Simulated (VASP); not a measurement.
Input of a VASP 6.6.1 run:

Contents of INCAR:

```
SYSTEM = AgRh
PREC = Accurate ; ENCUT = 520
EDIFF = 1E-6 ; ISMEAR = -1
SIGMA = 0.05 ; LREAL = .FALSE.
LASPH = .TRUE. ; NELM = 60
ALGO = Normal ; ISIF = 2
LWAVE = .FALSE. ; LCHARG = .FALSE.
GGA = PS ; NBANDS = 20
```

Contents of KPOINTS:

```
regular mesh
0
G
  11 11 6
  0 0 0
```

POSCAR

```
AgRh
1.0
    2.7589461066      0.0000000000      0.0000000000
   -1.3794730533      2.3893174160      0.0000000000
    0.0000000000      0.0000000000      4.7763285309
Ag Rh
1 1
Direct
    0.0000000000      0.0000000000      0.5000000000
    0.6666666667      0.3333333333      0.0000000000
```

Potentials or basis: VASP PAW PBE potentials, release 64 (Ag, Rh_pv).

The run is started by

```sh
$ cat potpaw_PBE.64/Ag/POTCAR potpaw_PBE.64/Rh_pv/POTCAR > POTCAR
$ mpirun -np 1 vasp_std > vasp.out
```

(1) Estimate the pressure.

(2) Estimate the band gap on the k mesh.

## Answers

(1) -8.0 GPa.

(2) zero (band 13 reaches 10.03 eV, above the bottom of band 14 at 8.67 eV).

Caveat: the PAW data sets were made with another functional, which shifts forces and pressure a little.
